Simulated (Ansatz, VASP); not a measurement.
## One calculation of Ta3W2, two programs

```
Ta W
1.0
    -1.44270    1.44270   10.20145
     1.44270   -1.44270   10.20145
     1.44270    1.44270  -10.20145
Ta W
3 2
Direct
  0.90000 0.90000 0.00000
  0.50000 0.50000 0.00000
  0.10000 0.10000 0.00000
  0.70000 0.70000 0.00000
  0.30000 0.30000 0.00000
```

Alike in both runs: task single point; functional PBE; k mesh 8 × 8 × 8; occupations gaussian, width 0.1 eV; no spin polarisation.

|  | VASP | Ansatz |
| --- | --- | --- |
| version | VASP 6.6.1 | Ansatz 0.2.0 |
| potentials or method | VASP PAW PBE potentials, release 64 (Ta_pv, W_sv), cutoff 520 eV | scalar-relativistic, plane waves, PAW |
| valence electrons in the cell | 61 | 67 |

|  | VASP | Ansatz | Ansatz less VASP |
| --- | --- | --- | --- |
| gap on the k mesh at the Fermi level (eV) | none | none | - |
| pressure (GPa) | 12.3 | 12.0 | -0.25 |
| traceless stress, the component that is largest in VASP (GPa) | -3.62 | -3.66 | -0.034 |
| rms of the force components (eV/Å) | 0.441 | 0.446 | +0.0051 |

Atom by atom the forces differ by 0.005 eV/Å (rms over components). A gap of «none» marks a metal or a gap that the smearing closes. VASP's potentials hold 61 valence electrons a cell and Ansatz's 67, so a difference there can come from the potentials and not from the codes.

The k mesh is coarse, so the values compare programs but aren't converged. Spin-orbit coupling is off throughout.
